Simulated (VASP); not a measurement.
# H16SO10 in VASP: a series of runs, part 2 of 2

VASP 6.6.1.

## (5) Single point, PBE

INCAR reads:

```
PREC = Accurate
ENCUT = 520
EDIFF = 1E-6
ISMEAR = -1
SIGMA = 0.02
LREAL = False
LASPH = True
NELM = 120
ALGO = Normal
ISIF = 2
LWAVE = False
LCHARG = True
GGA = PE
LELF = True
LVHAR = True
NBANDS = 60
GGA_COMPAT = False
```

KPOINTS reads:

```
Automatic mesh
0
Gamma
  1 1 1
```

POSCAR reads:

```
H16SO10
1.0
    6.7968840000      0.0000000000      0.0000000000
    0.0000000000      6.7968840000      0.0000000000
    0.0000000000      0.0000000000      6.7968840000
O H S
10 16 1
Direct
    0.3482478147      1.0184961226      0.2651509133
    0.9794193928      0.1107419223      0.0021333305
    0.3517052814      0.2412576116      0.8752245882
    0.0974417101      0.8528761121      0.6639071669
    0.9067684545      0.4636095011      0.8131226015
    0.7939961900      0.5509583509      0.4198982946
    0.0607631379      0.2066240942      0.4866494706
    0.9550258619      0.7556550914      0.1344292473
    0.6409113353      1.0529825138      0.6889186280
    0.4482936593      0.7459594720      0.7541102658
    0.3482331021      0.9299996881      0.3887369565
    0.4783809758      1.0217034747      0.2514240349
    0.9178617731      0.1481561257      0.1363271758
    0.9748731919     -0.0396505222      0.0260413448
    0.3509990755      0.2912216833      0.7470040683
    0.2182029295      0.2237495888      0.9345458890
    0.0274831820      0.8440632502      0.7823585043
    0.2291196966      0.8236568404      0.6897131097
    1.0169365845      0.4858108510      0.7301286884
    0.8805211329      0.3127168273      0.8288209715
    0.7686904764      0.5161777073      0.5606245450
    0.9011482320      0.4477051543      0.4097171586
    0.0434316666      0.0739015113      0.4383037874
    0.2017247904      0.2203068347      0.4501180247
    0.9091077617      0.6645250971      0.0327061636
    0.9096227036      0.7084128551      0.2635913751
    0.5310668830      0.9417403622      0.8411207253
```

Potentials or basis: VASP PAW PBE potentials, release 64 (O, H, S).

Command:

```
$ cat potpaw_PBE.64/O/POTCAR potpaw_PBE.64/H/POTCAR potpaw_PBE.64/S/POTCAR > POTCAR
$ mpirun -np 1 vasp_gam > vasp.out
```

OUTCAR:

```text
PREC = Accurate
   ENCUT = 520
   EDIFF = 1E-6
   ISMEAR = -1
   LREAL = False
   LASPH = True
   NELM = 120
   ISIF = 2
   GGA = PE

 ion  position               nearest neighbor table
   1  0.348  0.018  0.265-  12 0.89  11 1.03
   2  0.979  0.111  0.002-  13 1.04  14 1.04
   3  0.352  0.241  0.875-  15 0.94  16 1.00
   4  0.097  0.853  0.664-  18 0.93  17 0.94
   5  0.907  0.464  0.813-  19 0.95  20 1.05
   6  0.794  0.551  0.420-  21 1.00  22 1.01
   7  0.061  0.207  0.487-  23 0.97  24 0.99
   8  0.955  0.756  0.134-  25 0.98  26 0.98
   9  0.641  0.053  0.689-  27 1.48
  10  0.448  0.746  0.754-  27 1.56
  11  0.348  0.930  0.389-   1 1.03
  12  0.478  0.022  0.251-   1 0.89
  13  0.918  0.148  0.136-   2 1.04
  14  0.975  0.960  0.026-   2 1.04
[... 10 lines left out ...]
  25  0.909  0.665  0.033-   8 0.98
  26  0.910  0.708  0.264-   8 0.98
  27  0.531  0.942  0.841-   9 1.48  10 1.56

  LATTYP: Found a simple cubic cell.
 ALAT       =     6.7968840000

  Lattice vectors:

 A1 = (   6.7968840000,   0.0000000000,   0.0000000000)
 A2 = (   0.0000000000,   6.7968840000,   0.0000000000)
 A3 = (   0.0000000000,   0.0000000000,   6.7968840000)

Analysis of symmetry for initial positions (statically):
=====================================================================
 Subroutine PRICEL returns:
 Original cell was already a primitive cell.

 Routine SETGRP: Setting up the symmetry group for a
 simple cubic supercell.

 Subroutine GETGRP returns: Found  1 space group operations
 (whereof  1 operations were pure point group operations)
 out of a pool of 48 trial point group operations.

The static configuration has the point symmetry C_1 .

Analysis of symmetry for dynamics (positions and initial velocities):
=====================================================================
 Subroutine PRICEL returns:
 Original cell was already a primitive cell.

 Routine SETGRP: Setting up the symmetry group for a
 simple cubic supercell.

 Subroutine GETGRP returns: Found  1 space group operations
 (whereof  1 operations were pure point group operations)
 out of a pool of 48 trial point group operations.

The dynamic configuration has the point symmetry C_1 .

 Subroutine INISYM returns: Found  1 space group operations
 (whereof  1 operations are pure point group operations),
 and found     1 'primitive' translations

----------------------------------------------------------------------------------------

                                     Primitive cell

  volume of cell :     313.9999

  direct lattice vectors                    reciprocal lattice vectors
     6.796884000  0.000000000  0.000000000     0.147126242  0.000000000  0.000000000
     0.000000000  6.796884000  0.000000000     0.000000000  0.147126242  0.000000000
     0.000000000  0.000000000  6.796884000     0.000000000  0.000000000  0.147126242

  length of vectors
     6.796884000  6.796884000  6.796884000     0.147126242  0.147126242  0.147126242

  position of ions in fractional coordinates (direct lattice)
     0.348247815  0.018496123  0.265150913
     0.979419393  0.110741922  0.002133331
     0.351705281  0.241257612  0.875224588
     0.097441710  0.852876112  0.663907167
     0.906768455  0.463609501  0.813122601
     0.793996190  0.550958351  0.419898295
[... 19 lines left out ...]
     0.909622704  0.708412855  0.263591375
     0.531066883  0.941740362  0.841120725

  ion indices of the primitive-cell ions
   primitive index   ion index
                 1           1
                 2           2
                 3           3
                 4           4
                 5           5
                 6           6
[... 19 lines left out ...]
                26          26
                27          27

----------------------------------------------------------------------------------------

 KPOINTS: Automatic mesh

Automatic generation of k-mesh.
 Grid dimensions read from file:
 generate k-points for:    1    1    1

 Generating k-lattice:

  Cartesian coordinates                     Fractional coordinates (reciprocal lattice)
     0.147126242  0.000000000  0.000000000     1.000000000  0.000000000  0.000000000
     0.000000000  0.147126242  0.000000000     0.000000000  1.000000000  0.000000000
     0.000000000  0.000000000  0.147126242     0.000000000  0.000000000  1.000000000

  Length of vectors
     0.147126242  0.147126242  0.147126242

  Shift w.r.t. Gamma in fractional coordinates (k-lattice)
     0.000000000  0.000000000  0.000000000

 Subroutine IBZKPT returns following result:
 ===========================================

 Found      1 irreducible k-points:

 Following reciprocal coordinates:
            Coordinates               Weight
  0.000000  0.000000  0.000000      1.000000
   k-points           NKPTS =      1   k-points in BZ     NKDIM =      1   number of bands    NBANDS=     60
   number of dos      NEDOS =    301   number of ions     NIONS =     27
   total plane-waves  NPLWV = 157464
   dimension x,y,z NGX =    54 NGY =   54 NGZ =   54
   dimension x,y,z NGXF=   108 NGYF=  108 NGZF=  108
   ions per type =              10  16   1
   NGX,Y,Z   is equivalent  to a cutoff of  13.21, 13.21, 13.21 a.u.
   NGXF,Y,Z  is equivalent  to a cutoff of  26.42, 26.42, 26.42 a.u.
 SYSTEM =  unknown system
   PREC   = accura    normal or accurate (medium, high low for compatibility)
   ISTART =      0    job   : 0-new  1-cont  2-samecut
   ICHARG =      2    charge: 1-file 2-atom 10-const
   ISPIN  =      1    spin polarized calculation?
   LNONCOLLINEAR =      F non collinear calculations
   LSORBIT =      F    spin-orbit coupling
   LASPH  =      T    aspherical Exc in radial PAW
   ENCUT  =  520.0 eV  38.22 Ry    6.18 a.u.  12.64 12.64 12.64*2*pi/ulx,y,z
   NELM   =    120;   NELMIN=  2; NELMDL= -5     # of ELM steps
   EDIFF  = 0.1E-05   stopping-criterion for ELM
   LREAL  =      F    real-space projection
   EDIFFG = 0.1E-04   stopping-criterion for IOM
   NSW    =      0    number of steps for IOM
   IBRION =     -1    ionic relax: 0-MD 1-quasi-New 2-CG
   NFREE  =      0    steps in history (QN), initial steepest desc. (CG)
   ISIF   =      2    stress and relaxation
   ISYM   =      2    0-nonsym 1-usesym 2-fastsym
   POTIM  = 0.5000    time-step for ionic-motion
   TEBEG  =    0.0;   TEEND  =   0.0 temperature during run
   PSTRESS=    0.0 pullay stress
   NELECT =      82.0000    total number of electrons
   NUPDOWN=      -1.0000    fix difference up-down
   EMIN   =  10.00;   EMAX   =-10.00  energy-range for DOS
   EFERMI =   0.00;   METHOD = LEGACY
   ISMEAR =    -1;   SIGMA  =   0.02  broadening in eV -4-tet -1-fermi 0-gaus
   EFERMI_NEDOS =   21; number of points for ismear=-14 and -15
   IALGO  =     38    algorithm
   IMIX   =      4    mixing-type and parameters
     AMIX     =   0.40;   BMIX     =  1.00
     AMIX_MAG =   1.60;   BMIX_MAG =  1.00
  volume/ion in A,a.u.               =      11.63        78.48
  Fermi-wavevector in a.u.,A,eV,Ry     =   1.046413  1.977433 14.898096  1.094979
  Thomas-Fermi vector in A             =   2.181250
   LORBIT       =      0    0 simple, 1 ext, 2 COOP (PROOUT), +10 PAW based schemes
   GGA     = PE    functional components
   LHFCALC =     F    Hartree Fock is set to
   AEXX    =    0.0000 exact exchange contribution
   IVDW    =     0    specifies the selected vdW correction
   LEPSILON=     F    determine dielectric tensor
   LRPA    =     F    only Hartree local field effects (RPA)
 non-spin polarized calculation
  energy-cutoff  :      520.00
  volume of cell :      314.00
 maximum number of plane-waves:      4193
 NGX is ok and might be reduce to    50
   NGX = 25   NGY = 25   NGZ = 25

 number of electron      82.0000001 magnetization

 Free energy of the ion-electron system (eV)
  ---------------------------------------------------
  ext. energy  EPLUGINS =         0.00000000
  ---------------------------------------------------
  free energy    TOTEN  =      -131.38053712 eV

  energy without entropy =     -131.38053712  energy(sigma->0) =     -131.38053712

 E-fermi :  -2.7522     XC(G=0):  -6.7358

 val. band max:       -3.3079695504   @ k =   0.0000   0.0000   0.0000
 cond. band min:      -0.8428607054   @ k =   0.0000   0.0000   0.0000
 fundamental gap:      2.4651088450
 Fermi energy:        -2.7522352625

 k-point     1 :       0.0000    0.0000    0.0000
  band No.  band energies     occupation
      1     -24.2181      2.00000
      2     -22.6751      2.00000
      3     -22.3866      2.00000
      4     -22.2357      2.00000
      5     -21.9752      2.00000
      6     -21.8777      2.00000
[... 45 lines left out ...]
     52       5.9164      0.00000
     53       6.2022      0.00000
 [bands above 53 left out]

------------------------ aborting loop because EDIFF is reached ----------------------------------------

  FORCE on cell =-STRESS in cart. coord.  units (eV):
  Direction    XX          YY          ZZ          XY          YZ          ZX
  --------------------------------------------------------------------------------------
  -------------------------------------------------------------------------------------
  Total        9.3107005     -5.7759802     -0.6146493     -2.2091276     -0.7091978     -0.2376771
  in kB       47.5076301    -29.4718027     -3.1362333    -11.2720213     -3.6186651     -1.2127418
  external PRESSURE =       4.9665314 kB  Pullay stress =       0.0000000 kB

 VOLUME and BASIS-vectors are now :
 -----------------------------------------------------------------------------
  energy-cutoff  :      520.00
  volume of cell :      314.00
      direct lattice vectors                 reciprocal lattice vectors
     6.796884000  0.000000000  0.000000000     0.147126242  0.000000000  0.000000000
     0.000000000  6.796884000  0.000000000     0.000000000  0.147126242  0.000000000
     0.000000000  0.000000000  6.796884000     0.000000000  0.000000000  0.147126242

 POSITION                                       TOTAL-FORCE (eV/Angst)
 -----------------------------------------------------------------------------------
      2.36700      0.12572      1.80220        -4.852909     -1.758713      3.048965
      6.65700      0.75270      0.01450        -1.258888     -0.212451      2.225811
      2.39050      1.63980      5.94880         0.024342     -0.974312      2.680665
      0.66230      5.79690      4.51250        -1.877055      0.378072     -2.476315
      6.16320      3.15110      5.52670        -1.934435     -1.710889      1.143500
      5.39670      3.74480      2.85400         0.954067     -1.771140      0.841894
[... 19 lines left out ...]
      6.18260      4.81500      1.79160        -0.409835     -0.189819      0.184228
      3.60960      6.40090      5.71700         0.221862     -2.061215     -2.657762
 -----------------------------------------------------------------------------------
    total drift:                                0.001318      0.000754      0.000709

  FREE ENERGIE OF THE ION-ELECTRON SYSTEM (eV)
  ---------------------------------------------------
  free  energy   TOTEN  =      -131.3805371174 eV

  energy  without entropy=     -131.3805371174  energy(sigma->0) =     -131.38053712
```

Wall time 88 s (1 thread of Intel Xeon 8259CL, shared host); peak memory 0.39 GiB.

What came out:

| Quantity | Value |
| --- | --- |
| Free energy | -131.3805 eV |
| Pressure | 0.5 GPa |
| Largest force | 5.995 eV/Å |
| Band gap on the k mesh | 2.47 eV |

Forces on the atoms (eV/Å):
```
O   -4.853 -1.759  3.049
O   -1.259 -0.212  2.226
O    0.024 -0.974  2.681
O   -1.877  0.378 -2.476
O   -1.934 -1.711  1.143
O    0.954 -1.771  0.842
O    0.933  1.024 -0.601
O    0.222  0.214 -0.811
O   -0.489 -0.714  0.922
O    1.320  2.878  1.639
H   -0.526  0.999 -1.748
H    5.756  0.610 -1.124
H    1.102 -0.092 -2.048
H    0.225  1.038  0.298
H   -0.439  0.776 -1.797
H    0.028 -0.078 -0.536
H   -0.799 -0.051  1.327
H    2.087 -0.844  0.662
H    0.934 -0.191 -0.653
H    0.931  2.172 -0.232
H   -0.303  0.917 -0.335
H   -0.700  0.562 -0.528
H   -0.482 -0.521  0.422
H   -0.672  0.179 -0.117
H    0.004 -0.580  0.269
H   -0.410 -0.190  0.184
S    0.222 -2.061 -2.658
```

Stress tensor (GPa, compression positive):
```
 4.75 -1.13 -0.12
-1.13 -2.95 -0.36
-0.12 -0.36 -0.31
```

Caveat: the k points lie up to 0.92 Å⁻¹ apart.
